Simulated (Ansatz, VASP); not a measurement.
# Two plane-wave programs on Zr4Ag

```
Zr Ag
1.0
    -2.92170    2.92170    2.63528
     2.92170   -2.92170    2.63528
     2.92170    2.92170   -2.63528
Zr Ag
4 1
Direct
  0.30346 0.61224 0.30878
  0.30346 0.99468 0.69122
  0.61224 0.30346 0.30878
  0.99468 0.30346 0.69122
  0.88484 0.88484 0.00000
```

Alike in both runs: task relaxation of cell and atoms; functional PBE; k mesh 4 × 4 × 4; occupations gaussian, width 0.2 eV; no spin polarisation.

|  | VASP | Ansatz |
| --- | --- | --- |
| version | VASP 6.6.1 | Ansatz 0.2.0 |
| potentials or method | VASP PAW PBE potentials, release 64 (Zr_sv, Ag), cutoff 600 eV | scalar-relativistic, plane waves, PAW |
| valence electrons in the cell | 59 | 67 |

|  | VASP | Ansatz | Ansatz less VASP |
| --- | --- | --- | --- |
| gap on the k mesh at the Fermi level, each at its own relaxed structure (eV) | none | none | - |
| relaxed volume (Å³/atom) | 23.06 | 23.14 | +0.079 |
| relaxed cell length with the largest relative difference (Å) | 5.749 | 5.766 | +0.0164 |

A gap of «none» marks a metal or a gap that the smearing closes. VASP's potentials hold 59 valence electrons a cell and Ansatz's 67, so a difference there can come from the potentials and not from the codes.

The k mesh is coarse, so the values compare programs but aren't converged. Noted on VASP's run: the volume moved by over 15 % at a fixed basis, so the end points are rough.
